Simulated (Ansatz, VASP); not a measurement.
One calculation of TaRu, two programs

INCAR

```
SYSTEM = TaRu
  PREC = Accurate
  ENCUT = 420
  EDIFF = 1E-8
  ISMEAR = -1
  SIGMA = 0.05
  LREAL = .FALSE.
  LASPH = .TRUE.
  NELM = 120
  ALGO = Normal
  ISIF = 2
  LWAVE = .FALSE.
  LCHARG = .FALSE.
  LEFG = .TRUE.
  NBANDS = 22
  GGA_COMPAT = .FALSE.
```

File KPOINTS:

```
Automatic mesh
0
G
  11 11 10
  0 0 0
```

Contents of POSCAR:

```
TaRu
1.0
    3.0530000000      0.0000000000      0.0000000000
    0.0000000000      3.0530000000      0.0000000000
    0.0000000000      0.0000000000      3.3212200000
Ta Ru
1 1
Direct
    0.5000000000      0.5000000000      0.5000000000
    0.0000000000      0.0000000000      0.0000000000
```

Input for Ansatz:

```yaml
crystal:
  lattice:
    - [3.053, 0.0, 0.0]
    - [0.0, 3.053, 0.0]
    - [0.0, 0.0, 3.32122]
  atoms:
    - { symbol: Ta, position: [0.5, 0.5, 0.5] }
    - { symbol: Ru, position: [0.0, 0.0, 0.0] }
kpoints:
  mp_grid: { grid: [11, 11, 10] }
scf:
  occupations: { method: fermi_dirac, width: 0.05 }
hamiltonian:
  xc: lda
  pseudopotentials: { kind: paw }
output:
  forces: true
  stress: true
  eigenvalues: true
  efg: { contact_densities: true }
```

Change from the starting cell: zz strain of -2 %, PAW files.

Alike in both runs: task electric field gradients; functional LDA; k mesh 11 × 11 × 10; occupations fermi-dirac, width 0.05 eV; no spin polarisation.

|  | VASP | Ansatz |
| --- | --- | --- |
| version | VASP 6.6.1 | Ansatz 0.2.0 |
| potentials or method | VASP PAW LDA potentials, release 64 (Ta_sv_GW, Ru_sv) | PAW with Ansatz's default frozen-core files, scalar-relativistic |
| plane-wave cutoff (eV) | 420 | 420 |
| valence electrons in the cell | 29 | 29 |

VASP gave:

- size of Vzz on the site where it differs most (V/Å²): 22.3

Question: What did Ansatz give for the same quantities?

Answer: Size of Vzz on the site where it differs most (V/Å²): 15.5.

LDA's correlation is that of Perdew and Zunger in VASP and of Perdew and Wang (1992) in Ansatz.

Spin-orbit coupling is off throughout.
